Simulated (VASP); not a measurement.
MnO:

```
CELL_PARAMETERS angstrom
0.00000 4.44600 4.44600
2.22300 0.00000 2.22300
2.22300 2.22300 0.00000
ATOMIC_POSITIONS crystal
Mn 0.00000 0.00000 0.00000
Mn 0.50000 0.00000 0.00000
O 0.25000 0.50000 0.50000
O 0.75000 0.50000 0.50000
```

Base run:

- Program: VASP 6.6.1
- Functional: r2SCAN
- Potentials or basis: VASP PAW PBE potentials, release 64 (Mn_pv, O)
- Cutoff: 520 eV
- k mesh: 4 × 8 × 8
- Occupations: fermi-dirac, width 0.05 eV
- Spin: no spin polarisation

Its results: band gap on the k mesh zero (bands 19 and 20 overlap by 0.75 eV); pressure -36.2 GPa.

Q: The run is repeated on the same cell with these changes: functional from r2SCAN to PBE; hubbard terms from none to Mn d U = 4.0 eV. What comes out?

A: Band gap on the k mesh zero (bands 19 and 20 overlap by 0.63 eV); pressure -26.4 GPa.

Several settings changed at once.

Caveats: the cell stands under tension; the run has no spin polarisation, though such a crystal can be magnetic; the PAW data sets were made with another functional, which shifts forces and pressure a little (at least some runs); semilocal functionals often make such compounds metallic where correlation or magnetic order opens a gap, which also shifts bond lengths (at least some runs); U without spin polarisation on a metal has little footing (at least some runs).
